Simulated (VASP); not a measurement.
Te: relaxation of cell and atoms with PBE

Crystal: Te.

```
Te
1.0
     2.33180   -2.37904    0.00000
     2.33180    2.37904    0.00000
     0.00000    0.00000    2.98149
Te
1
Direct
  0.50000 0.50000 0.50000
```

The cell was generated, and may not be a known phase.

| Item | Value |
| --- | --- |
| Program | VASP 6.6.1 |
| Task | relaxation of cell and atoms |
| Functional | PBE |
| Potentials or basis | VASP PAW PBE potentials, release 64 (Te) |
| Cutoff | 600 eV |
| k mesh | 16 × 16 × 18 |
| Occupations | gaussian, width 0.1 eV |
| Spin | no spin polarisation |
| Dipole correction | no |
| Further INCAR settings | ALGO = Normal; EDIFF = 1e-07; IBRION = 2; EDIFFG = -0.01; NSW = 100; ISIF = 3 |

```yaml
Relaxed_volume: 32.75 Å³/atom
Relaxed_cell: a = 3.214 Å, b = 3.214 Å, c = 3.171 Å, α = 90.00°, β = 90.00°, γ = 90.01°
Space_group_after_relaxing_to_0.1_Å: Pm-3m (No. 221)
Energy_gained_by_relaxing: 61.4 meV/atom
Ionic_steps: 8
Pressure_after_relaxing: 0.0 GPa
Band_gap_on_the_k_mesh: zero (bands 3 and 4 overlap by 5.42 eV)
```

The path:
```tsv
step	energy change (eV)	largest force (eV/Å)	pressure (GPa)	volume (Å³)
1	0.0000	0.0000	0.73	33.08
2	-0.0564	0.0000	-1.35	33.73
3	-0.0565	0.0000	-1.37	33.74
4	-0.0607	0.0000	0.51	32.42
5	-0.0613	0.0000	0.00	32.75
6	-0.0613	0.0000	0.00	32.75
7	-0.0614	0.0000	0.01	32.75
8	-0.0614	0.0000	0.01	32.75
```

Final structure:
```
Te
1.0
     2.27228   -2.27249    0.00000
     2.27228    2.27249    0.00000
     0.00000    0.00000    3.17103
Te
1
Direct
  0.50000 0.50000 0.50000
```

Levels at points of the mesh, in eV from the Fermi level:
```
           k point  band 1  band 2  band 3  band 4  band 5  band 6  band 7
(0.00, 0.00, 0.00)  -13.58    1.10    1.10    1.40    6.00    6.06    6.56
(0.50, 0.00, 0.00)  -11.91   -5.90    2.42    2.72    7.81    9.44    9.79
(0.50, 0.50, 0.00)  -10.22   -4.37   -4.37    2.20    3.98   10.89   12.63
(0.00, 0.00, 0.50)  -11.77   -5.97    2.53    2.53    7.86    9.41    9.62
(0.50, 0.00, 0.50)  -10.07   -4.47   -4.26    2.21    3.80   10.81   12.23
(0.50, 0.50, 0.50)   -8.28   -3.09   -2.87   -2.87    4.44    4.44    4.57
```

Run time: 5.1 min on 1 thread of Intel(R) Xeon(R) 6975P-C (Granite Rapids), on a shared host, peak memory 0.34 GiB.

Caveat: spin-orbit coupling is left out, which moves the levels of the heavy elements.
